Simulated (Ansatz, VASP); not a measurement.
BN in VASP and in Ansatz

```
B N
1.0
     2.56306    0.00000    0.00000
     0.00000    3.62471    0.00000
     0.00000    0.00000   18.56310
B N
3 3
Cartesian
  0.6408 0.3056 8.1731
  1.9223 2.2996 9.2815
  0.6408 0.3056 10.3900
  1.9223 3.2678 7.9688
  0.6408 1.4277 9.2816
  1.9223 3.2678 10.5943
```

Alike in both runs: task single point; functional PBE; k mesh 12 × 8 × 1; occupations fermi-dirac, width 0.02 eV; no spin polarisation.

```csv
,VASP,Ansatz
version,VASP 6.6.1,Ansatz 0.2.0
potentials or method,"VASP PAW PBE potentials, release 64 (B, N)","PAW with Ansatz's default frozen-core files, scalar-relativistic"
plane-wave cutoff (eV),520,420
valence electrons in the cell,24,24
```

VASP gave:

* rms of the force components (eV/Å): 0.010

**Question.** Estimate Ansatz's values.

**Answer.** rms of the force components (eV/Å): 0.001.

The functional is the same, so the differences come from potentials, cutoffs and numerics. Ansatz's warnings: xc potential rough in thin density.
